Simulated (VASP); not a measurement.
# Ge (Fd-3m) in VASP: notebook

Ge is run at these levels: PBEsol; tasks: single point.

All numbers are computed with VASP 6.6.1; they aren't measurements. Logs are shortened: lines on timing, memory, paths and dates and some standing lists are left out, and cuts for length are marked.

**What was measured.**

From “Temperature-dependent photoluminescence in Ge: experiment and theory”, 2020, arxiv:2003.00143, for a bulk crystal of Ge at 0 K: band gap 0.744 eV (indirect).

“Electronic and optical properties of SixGe1-x-ySny alloys lattice-matched to Ge”, 2021, arxiv:2109.02782 reports, for a bulk crystal of Ge at 300 K: band gap 0.807 eV (direct).

The results are compared with them further down.

## Step 1: The cell of the first run

Symmetry: Fd-3m, No. 227, cubic system. The conventional cell has a = 5.658 Å, b = 5.658 Å, c = 5.658 Å, α = 90.00°, β = 90.00°, γ = 90.00°. Ge (site symmetry -43m) has 4 Ge at 2.45 Å within 3.2 Å.

## Step 2: Single point, PBEsol

The input, INCAR:

```
SYSTEM = Ge
ALGO = Normal
EDIFF = 1E-6
ENCUT = 520
GGA = PS
ISIF = 2
ISMEAR = -1
LASPH = .TRUE.
LCHARG = .FALSE.
LREAL = .FALSE.
LWAVE = .FALSE.
NBANDS = 21
NELM = 60
PREC = Accurate
SIGMA = 0.1
```

The input, KPOINTS:

```
k-points
0
G
  6 6 6
  0 0 0
```

The input, POSCAR:

```
Ge
1.0
    0.0000000000      2.8289100000      2.8289100000
    2.8289100000      0.0000000000      2.8289100000
    2.8289100000      2.8289100000      0.0000000000
Ge
2
Direct
    0.0000000000      0.0000000000      0.0000000000
    0.2500000000      0.2500000000      0.2500000000
```

Potentials or basis: VASP PAW PBE potentials, release 64 (Ge_d).

On the command line:

```bash
cat potpaw_PBE.64/Ge_d/POTCAR > POTCAR
mpirun -np 1 vasp_std > vasp.out
```

OUTCAR:

```text
SYSTEM = Ge
   EDIFF = 1E-6
   ENCUT = 520
   GGA = PS
   ISIF = 2
   ISMEAR = -1
   LASPH = .TRUE.
   LREAL = .FALSE.
   NELM = 60
   PREC = Accurate

 ion  position               nearest neighbor table
   1  0.000  0.000  0.000-   2 2.45   2 2.45   2 2.45   2 2.45
   2  0.250  0.250  0.250-   1 2.45   1 2.45   1 2.45   1 2.45

  LATTYP: Found a face centered cubic cell.
 ALAT       =     5.6578200000

  Lattice vectors:

 A1 = (   0.0000000000,   2.8289100000,   2.8289100000)
 A2 = (   2.8289100000,   0.0000000000,   2.8289100000)
 A3 = (   2.8289100000,   2.8289100000,   0.0000000000)

Analysis of symmetry for initial positions (statically):
=====================================================================
 Subroutine PRICEL returns:
 Original cell was already a primitive cell.

 Routine SETGRP: Setting up the symmetry group for a
 face centered cubic supercell.

 Subroutine GETGRP returns: Found 48 space group operations
 (whereof 24 operations were pure point group operations)
 out of a pool of 48 trial point group operations.

The static configuration has the point symmetry T_d .
 The point group associated with its full space group is O_h .

Analysis of symmetry for dynamics (positions and initial velocities):
=====================================================================
 Subroutine PRICEL returns:
 Original cell was already a primitive cell.

 Routine SETGRP: Setting up the symmetry group for a
 face centered cubic supercell.

 Subroutine GETGRP returns: Found 48 space group operations
 (whereof 24 operations were pure point group operations)
 out of a pool of 48 trial point group operations.

The dynamic configuration has the point symmetry T_d .
 The point group associated with its full space group is O_h .

 Subroutine INISYM returns: Found 48 space group operations
 (whereof 24 operations are pure point group operations),
 and found     1 'primitive' translations

----------------------------------------------------------------------------------------

                                     Primitive cell

  volume of cell :      45.2780

  direct lattice vectors                    reciprocal lattice vectors
     0.000000000  2.828910000  2.828910000    -0.176746521  0.176746521  0.176746521
     2.828910000  0.000000000  2.828910000     0.176746521 -0.176746521  0.176746521
     2.828910000  2.828910000  0.000000000     0.176746521  0.176746521 -0.176746521

  length of vectors
     4.000682889  4.000682889  4.000682889     0.306133954  0.306133954  0.306133954

  position of ions in fractional coordinates (direct lattice)
     0.000000000  0.000000000  0.000000000
     0.250000000  0.250000000  0.250000000

  ion indices of the primitive-cell ions
   primitive index   ion index
                 1           1
                 2           2

----------------------------------------------------------------------------------------

 KPOINTS: k-points

Automatic generation of k-mesh.
 Grid dimensions read from file:
 generate k-points for:    6    6    6

 Generating k-lattice:

  Cartesian coordinates                     Fractional coordinates (reciprocal lattice)
    -0.029457753  0.029457753  0.029457753     0.166666667  0.000000000  0.000000000
     0.029457753 -0.029457753  0.029457753     0.000000000  0.166666667  0.000000000
     0.029457753  0.029457753 -0.029457753     0.000000000  0.000000000  0.166666667

  Length of vectors
     0.051022326  0.051022326  0.051022326

  Shift w.r.t. Gamma in fractional coordinates (k-lattice)
     0.000000000  0.000000000  0.000000000

 Subroutine IBZKPT returns following result:
 ===========================================

 Found     16 irreducible k-points:

 Following reciprocal coordinates:
            Coordinates               Weight
  0.000000  0.000000  0.000000      1.000000
  0.166667  0.000000  0.000000      8.000000
  0.333333  0.000000  0.000000      8.000000
  0.500000  0.000000  0.000000      4.000000
  0.166667  0.166667  0.000000      6.000000
  0.333333  0.166667  0.000000     24.000000
[... 47 lines left out ...]
      5     -19.8549      2.00000
      6     -19.6427      2.00000
[... 13 lines left out ...]
     20      14.3455      0.00000
     21      14.3455      0.00000

 k-point     2 :       0.1667    0.0000    0.0000
  band No.  band energies     occupation
      1     -19.9033      2.00000
      2     -19.9033      2.00000
      3     -19.8870      2.00000
      4     -19.8373      2.00000
      5     -19.8373      2.00000
      6     -19.6598      2.00000
[... 13 lines left out ...]
     20      13.1694      0.00000
     21      13.1694      0.00000

 k-point     3 :       0.3333    0.0000    0.0000
  band No.  band energies     occupation
      1     -19.9135      2.00000
      2     -19.9135      2.00000
      3     -19.8781      2.00000
      4     -19.8181      2.00000
      5     -19.8181      2.00000
      6     -19.6741      2.00000
[... 13 lines left out ...]
     20      13.7942      0.00000
     21      13.7942      0.00000

 k-point     4 :       0.5000    0.0000    0.0000
  band No.  band energies     occupation
      1     -19.9159      2.00000
      2     -19.9159      2.00000
      3     -19.8735      2.00000
      4     -19.8127      2.00000
      5     -19.8127      2.00000
      6     -19.6773      2.00000
[... 13 lines left out ...]
     20      15.8908      0.00000
     21      16.0313      0.00000

 k-point     5 :       0.1667    0.1667    0.0000
  band No.  band energies     occupation
      1     -19.9009      2.00000
      2     -19.9009      2.00000
      3     -19.9004      2.00000
      4     -19.8390      2.00000
      5     -19.8171      2.00000
      6     -19.6939      2.00000
[... 13 lines left out ...]
     20      13.1082      0.00000
     21      14.8175      0.00000
[... 190 lines left out ...]
     20      16.3814      0.00000
     21      17.6567      0.00000

 k-point    14 :       0.5000    0.3333    0.1667
  band No.  band energies     occupation
      1     -19.9309      2.00000
      2     -19.9278      2.00000
      3     -19.8520      2.00000
      4     -19.7976      2.00000
      5     -19.7631      2.00000
      6     -19.7468      2.00000
[... 13 lines left out ...]
     20      14.7257      0.00000
     21      17.1780      0.00000

 k-point    15 :      -0.3333    0.3333    0.1667
  band No.  band energies     occupation
      1     -19.9410      2.00000
      2     -19.9307      2.00000
      3     -19.8298      2.00000
      4     -19.7794      2.00000
      5     -19.7566      2.00000
      6     -19.7486      2.00000
[... 13 lines left out ...]
     20      16.5976      0.00000
     21      16.7540      0.00000

 k-point    16 :      -0.3333    0.5000    0.1667
  band No.  band energies     occupation
      1     -19.9364      2.00000
      2     -19.9364      2.00000
      3     -19.8094      2.00000
      4     -19.8094      2.00000
      5     -19.7429      2.00000
      6     -19.7429      2.00000
[... 13 lines left out ...]
     20      15.8603      0.00000
     21      17.7591      0.00000

------------------------ aborting loop because EDIFF is reached ----------------------------------------

  FORCE on cell =-STRESS in cart. coord.  units (eV):
  Direction    XX          YY          ZZ          XY          YZ          ZX
  --------------------------------------------------------------------------------------
  -------------------------------------------------------------------------------------
  Total        0.1823780      0.1823780      0.1823780     -0.0000000      0.0000000     -0.0000000
  in kB        6.4535047      6.4535047      6.4535047     -0.0000000      0.0000000     -0.0000000
  external PRESSURE =       6.4535047 kB  Pullay stress =       0.0000000 kB

 VOLUME and BASIS-vectors are now :
 -----------------------------------------------------------------------------
  energy-cutoff  :      520.00
  volume of cell :       45.28
      direct lattice vectors                 reciprocal lattice vectors
     0.000000000  2.828910000  2.828910000    -0.176746521  0.176746521  0.176746521
     2.828910000  0.000000000  2.828910000     0.176746521 -0.176746521  0.176746521
     2.828910000  2.828910000  0.000000000     0.176746521  0.176746521 -0.176746521

 POSITION                                       TOTAL-FORCE (eV/Angst)
 -----------------------------------------------------------------------------------
      0.00000      0.00000      0.00000        -0.000000     -0.000000     -0.000000
      1.41446      1.41446      1.41446         0.000000      0.000000      0.000000
 -----------------------------------------------------------------------------------
    total drift:                                0.000000      0.000000      0.000000

  FREE ENERGIE OF THE ION-ELECTRON SYSTEM (eV)
  ---------------------------------------------------
  free  energy   TOTEN  =        -9.8303515092 eV

  energy  without entropy=       -9.8241082001  energy(sigma->0) =       -9.82722985
```

It took 16 s on 1 thread of Intel Xeon Platinum 8488C (Sapphire Rapids), shared host; peak memory 0.16 GiB.

Results:

* Free energy: -9.8304 eV
* Pressure: 0.6 GPa
* Band gap on the k mesh: zero (filled and empty bands touch)

Caveat: the PAW data sets were made with another functional, which shifts forces and pressure a little.

## Step 3: Single point, PBEsol

This run uses another cell than the first one, of 23.20 Å³/atom, 1.025 times its volume.

The input, INCAR:

```
SYSTEM = Ge
  PREC = Accurate
  ENCUT = 520
  EDIFF = 1E-6
  ISMEAR = -1
  SIGMA = 0.1
  LREAL = .False.
  LASPH = .True.
  NELM = 100
  ALGO = Normal
  ISIF = 2
  LWAVE = .False.
  LCHARG = .True.
  GGA = PS
  LELF = .True.
  LVHAR = .True.
  NBANDS = 21
```

The input, KPOINTS:

```
regular mesh
0
Gamma
  6 6 6
  0 0 0
```

The input, POSCAR:

```
Ge
1.0
    0.0000000000      2.8522904818      2.8522904818
    2.8522904818      0.0000000000      2.8522904818
    2.8522904818      2.8522904818      0.0000000000
Ge
2
Direct
    0.0000000000      0.0000000000      0.0000000000
    0.2500000000      0.2500000000      0.2500000000
```

Potentials or basis: VASP PAW PBE potentials, release 64 (Ge_d).

On the command line:

```bash
cat potpaw_PBE.64/Ge_d/POTCAR > POTCAR
mpirun -np 1 vasp_std > vasp.out
```

Wall time 16 s (1 thread of Intel Xeon Platinum 8488C (Sapphire Rapids), shared host); peak memory 0.16 GiB.

Results (log left out):

* Free energy: -9.8296 eV
* Pressure: -1.3 GPa
* Band gap on the k mesh: zero (filled and empty bands touch)

Levels at points of the mesh, in eV from the Fermi level:
| k point | band 11 | band 12 | band 13 | band 14 | band 15 | band 16 | band 17 | band 18 |
| --- | --- | --- | --- | --- | --- | --- | --- | --- |
| (0.00, 0.00, 0.00) | -12.55 | -0.17 | 0.06 | 0.06 | 0.06 | 2.58 | 2.58 | 2.58 |
| (0.50, 0.00, 0.00) | -10.51 | -7.46 | -1.31 | -1.31 | 0.11 | 3.76 | 3.76 | 7.01 |
| (0.50, 0.50, 0.00) | -8.75 | -8.75 | -2.94 | -2.94 | 0.75 | 0.75 | 9.35 | 9.35 |

Caveat: the PAW data sets were made with another functional, which shifts forces and pressure a little.

## Step 4: Single point, PBEsol

This run uses another cell than the first one, of 23.77 Å³/atom, 1.050 times its volume.

The input, INCAR:

```
ALGO     = Normal         # electronic algorithm
EDIFF    = 1E-6           # SCF threshold, eV
ENCUT    = 520            # plane-wave cutoff, eV
GGA      = PS             # functional
ISIF     = 2              # what is computed and relaxed
ISMEAR   = -1             # smearing method
LASPH    = True           # aspherical terms in the spheres
LCHARG   = False          # write CHGCAR
LREAL    = False          # projectors in reciprocal space
LWAVE    = False          # write WAVECAR
NBANDS   = 21             # bands
NELM     = 60             # most SCF steps
PREC     = Accurate       # precision mode
SIGMA    = 0.1            # smearing width, eV
```

The input, KPOINTS:

```
k-points
0
Gamma
  6 6 6
```

The input, POSCAR:

```
Ge
1.0
    0.0000000000      2.8752938178      2.8752938178
    2.8752938178      0.0000000000      2.8752938178
    2.8752938178      2.8752938178      0.0000000000
Ge
2
Direct
    0.0000000000      0.0000000000      0.0000000000
    0.2500000000      0.2500000000      0.2500000000
```

On the command line:

```bash
cat potpaw_PBE.64/Ge_d/POTCAR > POTCAR
mpirun -np 1 vasp_std > vasp.out
```

It took 17 s on 1 thread of Intel Xeon Platinum 8488C (Sapphire Rapids), shared host; peak memory 0.16 GiB.

Results (log left out):

```
Free energy            : -9.8185 eV
Pressure               : -2.6 GPa
Band gap on the k mesh : zero (band 14 reaches 4.41 eV, above the bottom of band 15 at 4.38 eV)
```

Levels at points of the mesh, in eV from the Fermi level:
```tsv
k point	band 12	band 13	band 14	band 15	band 16	band 17
(0.00, 0.00, 0.00)	-0.34	0.10	0.10	0.10	2.61	2.61
(0.50, 0.00, 0.00)	-7.31	-1.23	-1.23	0.08	3.78	3.78
(0.50, 0.50, 0.00)	-8.62	-2.82	-2.82	0.82	0.82	9.19
```

Caveat: the PAW data sets were made with another functional, which shifts forces and pressure a little.

## Step 5: Single point, PBEsol

This run uses another cell than the first one, of 24.34 Å³/atom, 1.075 times its volume.

The input, INCAR:

```
PREC = Accurate ; ENCUT = 520
EDIFF = 1E-7 ; ISMEAR = -1
SIGMA = 0.1 ; LREAL = F
LASPH = T ; NELM = 80
ALGO = Normal ; ISIF = 2
LWAVE = F ; LCHARG = F
GGA = PS ; NBANDS = 21
```

The input, KPOINTS:

```
regular mesh
0
Gamma
  6 6 6
```

The input, POSCAR:

```
Ge
1.0
    0.0000000000      2.8979348588      2.8979348588
    2.8979348588      0.0000000000      2.8979348588
    2.8979348588      2.8979348588      0.0000000000
Ge
2
Direct
    0.0000000000      0.0000000000      0.0000000000
    0.2500000000      0.2500000000      0.2500000000
```

On the command line:

```bash
cat potpaw_PBE.64/Ge_d/POTCAR > POTCAR
mpirun -np 1 vasp_std > vasp.out
```

Wall time 19 s (1 thread of Intel Xeon Platinum 8488C (Sapphire Rapids), shared host); peak memory 0.16 GiB.

Results (log left out):

```
Free energy            : -9.7982 eV
Pressure               : -3.5 GPa
Band gap on the k mesh : zero (band 14 reaches 4.19 eV, above the bottom of band 15 at 4.10 eV)
```

Levels at points of the mesh, in eV from the Fermi level:
| k point | band 10 | band 11 | band 12 | band 13 | band 14 | band 15 | band 16 | band 17 | band 18 | band 19 |
| --- | --- | --- | --- | --- | --- | --- | --- | --- | --- | --- |
| (0.00, 0.00, 0.00) | -24.32 | -12.13 | -0.51 | 0.14 | 0.14 | 0.14 | 2.63 | 2.63 | 2.63 | 6.18 |
| (0.50, 0.00, 0.00) | -24.29 | -10.20 | -7.18 | -1.16 | -1.16 | 0.05 | 3.80 | 3.80 | 7.06 | 10.11 |
| (0.50, 0.50, 0.00) | -24.28 | -8.50 | -8.50 | -2.71 | -2.71 | 0.89 | 0.89 | 9.04 | 9.04 | 10.95 |

Caveat: the PAW data sets were made with another functional, which shifts forces and pressure a little.

## Step 6: Single point, PBEsol

This run uses another cell than the first one, of 24.90 Å³/atom, 1.100 times its volume.

The input, INCAR:

```
SYSTEM = Ge
PREC = Accurate ; ENCUT = 520
EDIFF = 1E-6 ; ISMEAR = -1
SIGMA = 0.1 ; LREAL = .False.
LASPH = .True. ; NELM = 100
ALGO = Normal ; ISIF = 2
LWAVE = .False. ; LCHARG = .False.
GGA = PS ; NBANDS = 21
```

The input, KPOINTS:

```
regular mesh
0
Gamma
  6 6 6
  0 0 0
```

The input, POSCAR:

```
Ge
1.0
    0.0000000000      2.9202275414      2.9202275414
    2.9202275414      0.0000000000      2.9202275414
    2.9202275414      2.9202275414      0.0000000000
Ge
2
Direct
    0.0000000000      0.0000000000      0.0000000000
    0.2500000000      0.2500000000      0.2500000000
```

Potentials or basis: VASP PAW PBE potentials, release 64 (Ge_d).

On the command line:

```bash
cat potpaw_PBE.64/Ge_d/POTCAR > POTCAR
mpirun -np 1 vasp_std > vasp.out
```

Run time: 18 s. Hardware: 1 thread of Intel Xeon Platinum 8488C (Sapphire Rapids), shared host; peak memory 0.17 GiB.

Results (log left out):

```yaml
Free_energy: -9.7697 eV
Pressure: -4.6 GPa
Band_gap_on_the_k_mesh: zero (band 14 reaches 3.99 eV, above the bottom of band 15 at 3.84 eV)
```

Levels at points of the mesh, in eV from the Fermi level:
```tsv
k point	band 12	band 13	band 14	band 15	band 16	band 17
(0.00, 0.00, 0.00)	-0.67	0.17	0.17	0.17	2.65	2.65
(0.50, 0.00, 0.00)	-7.06	-1.10	-1.10	0.02	3.82	3.82
(0.50, 0.50, 0.00)	-8.40	-2.60	-2.60	0.94	0.94	8.89
```

Caveat: the PAW data sets were made with another functional, which shifts forces and pressure a little.

## Step 7: The runs side by side

| cell | gap on the mesh (eV) | pressure (GPa) |
| --- | --- | --- |
| a = 4.001 Å, angles 60.0°, 2 atoms | none | 0.6 |
| a = 4.034 Å, angles 60.0°, 2 atoms | none | -1.3 |
| a = 4.066 Å, angles 60.0°, 2 atoms | none | -2.6 |
| a = 4.098 Å, angles 60.0°, 2 atoms | none | -3.5 |
| a = 4.130 Å, angles 60.0°, 2 atoms | none | -4.6 |

Alike in all rows: task single point; level PBEsol; potentials or basis VASP PAW PBE potentials, release 64 (Ge_d); no spin polarisation; k mesh 6 × 6 × 6; cutoff (eV) 520; smearing fermi-dirac 0.1 eV.

Caveats: the PAW data sets were made with another functional, which shifts forces and pressure a little.

Total energies depend on the potentials used, so only differences within one code and one set of settings carry meaning.

## Step 8: Against experiment

Step 2. Measured gap of Ge: 0.744 eV (indirect; 0 K; “Temperature-dependent photoluminescence in Ge: experiment and theory”, 2020, arxiv:2003.00143). This calculation gives 0.00 eV (-0.74 eV). 3 values of this kind are on record (0.666 to 0.807 eV); this one was drawn at random among those near their median. Spin-orbit coupling on Ge is left out. The value is that of PBEsol on a finite k mesh, which can miss the band edges, without temperature or zero-point motion. Semilocal functionals fall short of measured gaps as a rule.

Step 3. Measured gap of Ge: 0.807 eV (direct; 300 K; “Electronic and optical properties of SixGe1-x-ySny alloys lattice-matched to Ge”, 2021, arxiv:2109.02782). This calculation gives 0.00 eV (-0.81 eV). 3 values of this kind are on record (0.666 to 0.807 eV); this one was drawn at random among those near their median. Spin-orbit coupling on Ge is left out. The value is that of PBEsol on a finite k mesh, which can miss the band edges, without temperature or zero-point motion. Semilocal functionals fall short of measured gaps as a rule.

Step 4. Against the measured gap of Ge, 0.807 eV (direct; 300 K; “Electronic and optical properties of SixGe1-x-ySny alloys lattice-matched to Ge”, 2021, arxiv:2109.02782), the calculated 0.00 eV is off by -0.81 eV. 3 values of this kind are on record (0.666 to 0.807 eV); this one was drawn at random among those near their median. Spin-orbit coupling on Ge is left out. The value is that of PBEsol on a finite k mesh, which can miss the band edges, without temperature or zero-point motion. Semilocal functionals fall short of measured gaps as a rule.
